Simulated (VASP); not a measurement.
Runs of VASP 6.6.1 on Rh. The structure is that of space group Fm-3m (No. 225), or close to it. The cells are those of the table. 

```tsv
spin	fixed moment (μB)	cell	pressure (GPa)	moment (μB)
collinear, ferromagnetic start	0.25	a = 2.655 Å, angles 60.0°, 1 atom	1.4	0.25
collinear, ferromagnetic start	1.0	a = 2.655 Å, angles 60.0°, 1 atom	(b)	1.00
collinear, ferromagnetic start	0.75	a = 2.655 Å, angles 60.0°, 1 atom	(a)	0.75
collinear	0.125	a = 2.600 Å, angles 60.0°, 1 atom	24.2	0.12
collinear, ferromagnetic start	0.625	a = 2.600 Å, angles 60.0°, 1 atom	28.0	0.62
```

Alike in all rows: task single point; level LDA; potentials or basis VASP PAW LDA potentials, release 64 (Rh_pv); k mesh 22 × 22 × 22; cutoff (eV) 520; smearing gaussian 0.15 eV.

Problem. Estimate the missing entries.

Solution. (a) 5.6; (b) 8.9.

Caveats: the total moment is fixed, so each spin has its own Fermi level and the state may be an excited one; the cell stands under pressure (at least some runs).
